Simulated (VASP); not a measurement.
Input of a VASP 6.6.1 run:

Contents of INCAR:

```
PREC     = Accurate       # precision mode
ENCUT    = 600            # plane-wave cutoff, eV
EDIFF    = 1E-6           # SCF threshold, eV
ISMEAR   = 0              # smearing method
SIGMA    = 0.05           # smearing width, eV
LREAL    = False          # projectors in reciprocal space
LASPH    = True           # aspherical terms in the spheres
NELM     = 120            # most SCF steps
ALGO     = Normal         # electronic algorithm
ISIF     = 2              # what is computed and relaxed
LWAVE    = False          # write WAVECAR
LCHARG   = False          # write CHGCAR
GGA      = PE             # functional
IVDW     = 12             # dispersion correction
NBANDS   = 16             # bands
GGA_COMPAT= False
```

The input KPOINTS:

```
regular mesh
0
Gamma
  10 10 10
```

The input POSCAR:

```
NbC
1.0
    0.0000000000      2.2424049202      2.2424049202
    2.2424049202      0.0000000000      2.2424049202
    2.2424049202      2.2424049202      0.0000000000
Nb C
1 1
Direct
    0.0000000000      0.0000000000      0.0000000000
    0.5000000000      0.5000000000      0.5000000000
```

Potentials or basis: VASP PAW PBE potentials, release 64 (Nb_sv, C).

Command:

```bash
$ cat potpaw_PBE.64/Nb_sv/POTCAR potpaw_PBE.64/C/POTCAR > POTCAR
$ mpirun -np 1 vasp_std > vasp.out
```

Predict the dispersion energy per atom.

-0.484 eV.

Estimate the pressure.

-7.9 GPa.

Caveat: three body term missing; pairwise dispersion overbinds metals, which lowers pressure and volume.
